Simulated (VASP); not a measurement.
# Si (Imma) in VASP: single point with PBE

Aim: the single point of Si with PBE.

Program: VASP 6.6.1. These are calculated values, not measurements. Logs are shortened: lines on timing, memory, paths and dates and some standing lists are left out, and cuts for length are marked.

### Step 1. The cell of the first run

Symmetry: Imma, No. 74, orthorhombic system. Conventional cell: a = 4.561 Å, b = 4.799 Å, c = 2.584 Å, α = 90.00°, β = 90.00°, γ = 90.00°. Within 3.4 Å of Si (site symmetry mm2) lie 10 Si at 2.42 to 3.32 Å.

### Step 2. Single point, PBE (14.14 Å³/atom)

INCAR

```
PREC = Accurate
ENCUT = 520
EDIFF = 1E-6
ISMEAR = -1
SIGMA = 0.05
LREAL = False
LASPH = True
NELM = 100
ALGO = Normal
ISIF = 2
LWAVE = False
LCHARG = False
GGA = PE
NBANDS = 11
```

KPOINTS

```
Automatic mesh
0
Gamma
  16 16 16
```

POSCAR

```
Si
1.0
   -2.2806218180      2.3996680480      1.2917782399
    2.2806218180     -2.3996680480      1.2917782399
    2.2806218180      2.3996680480     -1.2917782399
Si
2
Direct
    0.8070000000      0.5570000000      0.2500000000
    0.1930000000      0.4430000000      0.7500000000
```

Potentials or basis: VASP PAW PBE potentials, release 64 (Si).

The run is started by

```
$ cat potpaw_PBE.64/Si/POTCAR > POTCAR
$ mpirun -np 1 vasp_std > vasp.out
```

OUTCAR:

```text
PREC = Accurate
   ENCUT = 520
   EDIFF = 1E-6
   ISMEAR = -1
   LREAL = False
   LASPH = True
   NELM = 100
   ISIF = 2
   GGA = PE

 ion  position               nearest neighbor table
   1  0.807  0.557  0.250-   2 2.42   2 2.42   2 2.49   2 2.49   2 2.78   2 2.78
   2  0.193  0.443  0.750-   1 2.42   1 2.42   1 2.49   1 2.49   1 2.78   1 2.78

  LATTYP: Found a body centered orthorhombic cell.
 ALAT       =     2.5835564798
 B/A-ratio  =     1.7654901960
 C/A-ratio  =     1.8576470588

  Lattice vectors:

 A1 = (   2.2806218180,  -2.3996680480,   1.2917782399)
 A2 = (  -2.2806218180,  -2.3996680480,  -1.2917782399)
 A3 = (   2.2806218180,   2.3996680480,  -1.2917782399)

Analysis of symmetry for initial positions (statically):
=====================================================================
 Subroutine PRICEL returns:
 Original cell was already a primitive cell.

 Routine SETGRP: Setting up the symmetry group for a
 body centered orthorhombic supercell.

 Subroutine GETGRP returns: Found  8 space group operations
 (whereof  4 operations were pure point group operations)
 out of a pool of  8 trial point group operations.

The static configuration has the point symmetry C_2h.
 The point group associated with its full space group is D_2h.

Analysis of symmetry for dynamics (positions and initial velocities):
=====================================================================
 Subroutine PRICEL returns:
 Original cell was already a primitive cell.

 Routine SETGRP: Setting up the symmetry group for a
 body centered orthorhombic supercell.

 Subroutine GETGRP returns: Found  8 space group operations
 (whereof  4 operations were pure point group operations)
 out of a pool of  8 trial point group operations.

The dynamic configuration has the point symmetry C_2h.
 The point group associated with its full space group is D_2h.

 Subroutine INISYM returns: Found  8 space group operations
 (whereof  4 operations are pure point group operations),
 and found     1 'primitive' translations

----------------------------------------------------------------------------------------

                                     Primitive cell

  volume of cell :      28.2782

  direct lattice vectors                    reciprocal lattice vectors
    -2.280621818  2.399668048  1.291778240     0.000000000  0.208362153  0.387063340
     2.280621818 -2.399668048  1.291778240     0.219238453  0.000000000  0.387063340
     2.280621818  2.399668048 -1.291778240     0.219238453  0.208362153  0.000000000

  length of vectors
     3.553636678  3.553636678  3.553636678     0.439582547  0.444841015  0.302457081

  position of ions in fractional coordinates (direct lattice)
     0.807000000  0.557000000  0.250000000
     0.193000000  0.443000000  0.750000000

  ion indices of the primitive-cell ions
   primitive index   ion index
                 1           1
                 2           2

----------------------------------------------------------------------------------------

 KPOINTS: Automatic mesh

Automatic generation of k-mesh.
 Grid dimensions read from file:
 generate k-points for:   16   16   16

 Generating k-lattice:

  Cartesian coordinates                     Fractional coordinates (reciprocal lattice)
     0.000000000  0.013022635  0.024191459     0.062500000  0.000000000 -0.000000000
     0.013702403  0.000000000  0.024191459     0.000000000  0.062500000  0.000000000
     0.013702403  0.013022635  0.000000000    -0.000000000  0.000000000  0.062500000

  Length of vectors
     0.027473909  0.027802563  0.018903568

  Shift w.r.t. Gamma in fractional coordinates (k-lattice)
     0.000000000  0.000000000  0.000000000

 Subroutine IBZKPT returns following result:
 ===========================================

 Found    621 irreducible k-points:

 Following reciprocal coordinates:
            Coordinates               Weight
  0.000000  0.000000  0.000000      1.000000
  0.062500  0.000000  0.000000      4.000000
  0.125000  0.000000  0.000000      4.000000
  0.187500  0.000000  0.000000      4.000000
  0.250000  0.000000  0.000000      4.000000
  0.312500  0.000000  0.000000      4.000000
[... 16 lines left out ...]
 -0.187500  0.062500  0.000000      8.000000
 -0.125000  0.062500  0.000000      8.000000
 [... further k-points ...]
   k-points           NKPTS =    621   k-points in BZ     NKDIM =    621   number of bands    NBANDS=     11
   number of dos      NEDOS =    301   number of ions     NIONS =      2
   total plane-waves  NPLWV =  21952
   dimension x,y,z NGX =    28 NGY =   28 NGZ =   28
   dimension x,y,z NGXF=    56 NGYF=   56 NGZF=   56
   ions per type =               2
   NGX,Y,Z   is equivalent  to a cutoff of  13.10, 13.10, 13.10 a.u.
   NGXF,Y,Z  is equivalent  to a cutoff of  26.20, 26.20, 26.20 a.u.
 SYSTEM =  unknown system
   PREC   = accura    normal or accurate (medium, high low for compatibility)
   ISTART =      0    job   : 0-new  1-cont  2-samecut
   ICHARG =      2    charge: 1-file 2-atom 10-const
   ISPIN  =      1    spin polarized calculation?
   LNONCOLLINEAR =      F non collinear calculations
   LSORBIT =      F    spin-orbit coupling
   LASPH  =      T    aspherical Exc in radial PAW
   ENCUT  =  520.0 eV  38.22 Ry    6.18 a.u.   6.61  6.61  6.61*2*pi/ulx,y,z
   NELM   =    100;   NELMIN=  2; NELMDL= -5     # of ELM steps
   EDIFF  = 0.1E-05   stopping-criterion for ELM
   LREAL  =      F    real-space projection
   EDIFFG = 0.1E-04   stopping-criterion for IOM
   NSW    =      0    number of steps for IOM
   IBRION =     -1    ionic relax: 0-MD 1-quasi-New 2-CG
   NFREE  =      0    steps in history (QN), initial steepest desc. (CG)
   ISIF   =      2    stress and relaxation
   ISYM   =      2    0-nonsym 1-usesym 2-fastsym
   POTIM  = 0.5000    time-step for ionic-motion
   TEBEG  =    0.0;   TEEND  =   0.0 temperature during run
   PSTRESS=    0.0 pullay stress
   NELECT =       8.0000    total number of electrons
   NUPDOWN=      -1.0000    fix difference up-down
   EMIN   =  10.00;   EMAX   =-10.00  energy-range for DOS
   EFERMI =   0.00;   METHOD = LEGACY
   ISMEAR =    -1;   SIGMA  =   0.05  broadening in eV -4-tet -1-fermi 0-gaus
   EFERMI_NEDOS =   21; number of points for ismear=-14 and -15
   IALGO  =     38    algorithm
   IMIX   =      4    mixing-type and parameters
     AMIX     =   0.40;   BMIX     =  1.00
     AMIX_MAG =   1.60;   BMIX_MAG =  1.00
  volume/ion in A,a.u.               =      14.14        95.42
  Fermi-wavevector in a.u.,A,eV,Ry     =   1.074700  2.030889 15.714466  1.154981
  Thomas-Fermi vector in A             =   2.210536
   LORBIT       =      0    0 simple, 1 ext, 2 COOP (PROOUT), +10 PAW based schemes
   GGA     = PE    functional components
   LHFCALC =     F    Hartree Fock is set to
   AEXX    =    0.0000 exact exchange contribution
   IVDW    =     0    specifies the selected vdW correction
   LEPSILON=     F    determine dielectric tensor
   LRPA    =     F    only Hartree local field effects (RPA)
 non-spin polarized calculation
  energy-cutoff  :      520.00
  volume of cell :       28.28
 maximum number of plane-waves:       777
   NGX = 13   NGY = 13   NGZ = 13

 number of electron       8.0000000 magnetization

 Free energy of the ion-electron system (eV)
  ---------------------------------------------------
  ext. energy  EPLUGINS =         0.00000000
  ---------------------------------------------------
  free energy    TOTEN  =       -10.19196373 eV

  energy without entropy =      -10.18584390  energy(sigma->0) =      -10.18890381

 E-fermi :  10.1491     XC(G=0): -11.2151

 val. band max:       10.1384311157   @ k =  -0.1875  -0.0625   0.0625
 cond. band min:      10.1579080607   @ k =   0.5000   0.4375   0.0000
 fundamental gap:      0.0194769450
 Fermi energy:        10.1490862498

 k-point     1 :       0.0000    0.0000    0.0000
  band No.  band energies     occupation
      1      -4.2871      2.00000
      2       7.2765      2.00000
      3       7.7447      2.00000
      4       8.3645      2.00000
      5      11.4224      0.00000
      6      17.8550      0.00000
      7      18.9950      0.00000
      8      19.8690      0.00000
      9      20.3744      0.00000
     10      20.5073      0.00000
     11      22.0083      0.00000

 k-point     2 :       0.0625    0.0000    0.0000
  band No.  band energies     occupation
      1      -4.1781      2.00000
      2       7.2409      2.00000
      3       7.3661      2.00000
      4       8.9182      2.00000
      5      11.6656      0.00000
      6      17.0217      0.00000
      7      18.3860      0.00000
      8      19.2888      0.00000
      9      19.8764      0.00000
     10      20.5015      0.00000
     11      22.1317      0.00000

 k-point     3 :       0.1250    0.0000    0.0000
  band No.  band energies     occupation
      1      -3.8514      2.00000
      2       6.9628      2.00000
      3       7.1788      2.00000
      4       9.8164      1.99742
      5      12.3483      0.00000
      6      15.7238      0.00000
      7      16.2071      0.00000
      8      18.3885      0.00000
      9      18.4728      0.00000
     10      19.9588      0.00000
     11      21.8342      0.00000
[... 267 lines left out ...]
 k-point    23 :      -0.1875    0.0625    0.0000
  band No.  band energies     occupation
      1      -3.7031      2.00000
      2       5.8102      2.00000
      3       7.3317      2.00000
      4      10.4177      0.00925
      5      13.1873      0.00000
      6      14.8568      0.00000
      7      15.8645      0.00000
      8      17.8904      0.00000
      9      18.8475      0.00000
     10      20.4881      0.00000
     11      21.7900      0.00000

 k-point    24 :      -0.1250    0.0625    0.0000
  band No.  band energies     occupation
      1      -4.0780      2.00000
      2       6.1356      2.00000
      3       7.4779      2.00000
      4       9.5812      1.99998
      5      12.3306      0.00000
      6      16.0099      0.00000
      7      18.0988      0.00000
      8      19.2711      0.00000
      9      19.8283      0.00000
     10      20.9770      0.00000
     11      22.4086      0.00000

 [... further k-points ...]

------------------------ aborting loop because EDIFF is reached ----------------------------------------

  FORCE on cell =-STRESS in cart. coord.  units (eV):
  Direction    XX          YY          ZZ          XY          YZ          ZX
  --------------------------------------------------------------------------------------
  -------------------------------------------------------------------------------------
  Total        1.5332989      1.8405424      1.5814472      0.0000000      0.0000000      0.0000000
  in kB       86.8730389    104.2807172     89.6010067      0.0000000      0.0000000      0.0000000
  external PRESSURE =      93.5849209 kB  Pullay stress =       0.0000000 kB

 VOLUME and BASIS-vectors are now :
 -----------------------------------------------------------------------------
  energy-cutoff  :      520.00
  volume of cell :       28.28
      direct lattice vectors                 reciprocal lattice vectors
    -2.280621818  2.399668048  1.291778240     0.000000000  0.208362153  0.387063340
     2.280621818 -2.399668048  1.291778240     0.219238453  0.000000000  0.387063340
     2.280621818  2.399668048 -1.291778240     0.219238453  0.208362153  0.000000000

 POSITION                                       TOTAL-FORCE (eV/Angst)
 -----------------------------------------------------------------------------------
      0.00000      1.19983      1.43904         0.000000      0.000000      0.033527
      2.28062      1.19983     -0.14726        -0.000000     -0.000000     -0.033527
 -----------------------------------------------------------------------------------
    total drift:                                0.000000     -0.000000     -0.000000

  FREE ENERGIE OF THE ION-ELECTRON SYSTEM (eV)
  ---------------------------------------------------
  free  energy   TOTEN  =       -10.1919637263 eV

  energy  without entropy=      -10.1858439028  energy(sigma->0) =      -10.18890381
```

Run time: 2.5 min. Hardware: 1 thread of Intel Xeon 8259CL, shared host; peak memory 0.27 GiB.

Results:

- Free energy: -10.1920 eV
- Pressure: 9.4 GPa
- Largest force: 0.034 eV/Å
- Band gap on the k mesh: zero (bands 4 and 5 overlap by 7.16 eV)

Forces on the atoms (eV/Å):
```
Si   0.000  0.000  0.034
Si   0.000  0.000 -0.034
```

Levels at points of the mesh, in eV from the Fermi level:
| k point | band 1 | band 2 | band 3 | band 4 | band 5 | band 6 | band 7 | band 8 | band 9 |
| --- | --- | --- | --- | --- | --- | --- | --- | --- | --- |
| (0.00, 0.00, 0.00) | -14.44 | -2.87 | -2.40 | -1.78 | 1.27 | 7.71 | 8.85 | 9.72 | 10.23 |
| (0.50, 0.00, 0.00) | -7.78 | -7.42 | -1.77 | -1.34 | -1.27 | 0.17 | 4.70 | 5.08 | 9.96 |
| (0.00, 0.50, 0.00) | -7.76 | -7.05 | -2.73 | -2.13 | -1.53 | 1.25 | 5.04 | 6.20 | 9.19 |
| (0.50, 0.50, 0.00) | -11.18 | -11.18 | 0.17 | 0.17 | 2.87 | 2.87 | 8.45 | 8.45 | 10.26 |
| (0.50, 0.50, 0.50) | -9.06 | -8.05 | -7.40 | -7.13 | 5.60 | 6.47 | 13.70 | 14.29 | 14.44 |

Caveat: the cell stands under pressure.
